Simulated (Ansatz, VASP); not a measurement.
This is a calculation of Co for VASP 6.6.1.

INCAR

```
SYSTEM = Co
PREC     = Accurate       ! precision mode
ENCUT    = 520            ! plane-wave cutoff, eV
EDIFF    = 1E-7           ! SCF threshold, eV
ISMEAR   = -1             ! smearing method
SIGMA    = 0.05           ! smearing width, eV
LREAL    = .False.        ! projectors in reciprocal space
LASPH    = .True.         ! aspherical terms in the spheres
NELM     = 150            ! most SCF steps
ALGO     = Normal         ! electronic algorithm
ISIF     = 2              ! what is computed and relaxed
LWAVE    = .False.        ! write WAVECAR
LCHARG   = .False.        ! write CHGCAR
ISPIN    = 2              ! spin polarisation
MAGMOM   = 1 1            ! initial moments
LORBIT   = 11             ! projections on sites
NUPDOWN  = 2.0            ! fixed moment
LMAXMIX  = 4              ! l up to which the mixer works
GGA      = PS             ! functional
NBANDS   = 20             ! bands
```

File KPOINTS:

```
Automatic mesh
0
Gamma
  10 10 6
  0 0 0
```

Contents of POSCAR:

```
Co
1.0
    2.4873648738      0.0000000000      0.0000000000
   -1.2436824369      2.1541211692      0.0000000000
    0.0000000000      0.0000000000      4.0632895034
Co
2
Direct
    0.3333333333      0.6666666667      0.7401390000
    0.6666666667      0.3333333333      0.2598610000
```

Potentials or basis: VASP PAW PBE potentials, release 64 (Co).

Command:

```console
$ cat potpaw_PBE.64/Co/POTCAR > POTCAR
$ mpirun -np 1 vasp_std > vasp.out
```

Task: Translate it to Ansatz 0.2.0. Potentials there: Ansatz PAW.

Result: As run (the cutoff follows the program's own potentials):

Contents of input.yaml:

```yaml
crystal:
  lattice:
    - [2.4873648738, 0.0, 0.0]
    - [-1.2436824369, 2.1541211692, 0.0]
    - [0.0, 0.0, 4.0632895034]
  atoms:
    - { symbol: Co, position: [0.3333333333, 0.6666666667, 0.740139], spin: 1.0 }
    - { symbol: Co, position: [0.6666666667, 0.3333333333, 0.259861], spin: 1.0 }
hamiltonian:
  xc: pbesol
  pseudopotentials: { kind: paw }
magnetization:
  spin_polarized: true
  initial_magnetization: 2.0
  spin_locking: { lock_magnetization: hard }
kpoints:
  mp_grid: { grid: [10, 10, 6] }
scf:
  occupations: { method: fermi_dirac, width: 0.05 }
  lower_state_search: "off"
output:
  forces: true
  stress: true
  eigenvalues: true
```

Potentials or basis: Ansatz PAW.

Command:

```sh
$ ansatz run input.yaml --threads 2 --pin off --max-ram 5632MiB --backend cpu --events-out ev --progress --plain --runs-dir out
```

Both were run:

|  | VASP | Ansatz | Ansatz less VASP |
| --- | --- | --- | --- |
| pressure (GPa) | -17.2 | -16.8 | +0.47 |
| traceless stress, the component that is largest in VASP (GPa) | -2.30 | -2.30 | -0.005 |
| rms of the force components (eV/Å) | 0.308 | 0.321 | +0.0125 |
| net moment per atom (μB) | 1.00 | 1.00 | 0.000 |
| size of the moment on the site where the two differ most (μB) | 1.02 | 1.06 | +0.043 |

VASP's potentials were made for PBE, not for PBEsol. Site moments also hang on the region over which each program counts them. Atom by atom the forces differ by 0.012 eV/Å (rms over components). With one functional, cell and mesh, what is left measures potentials, basis and numerics. VASP's potentials hold 18 valence electrons a cell and Ansatz's 34, so a difference there can come from the potentials and not from the codes.
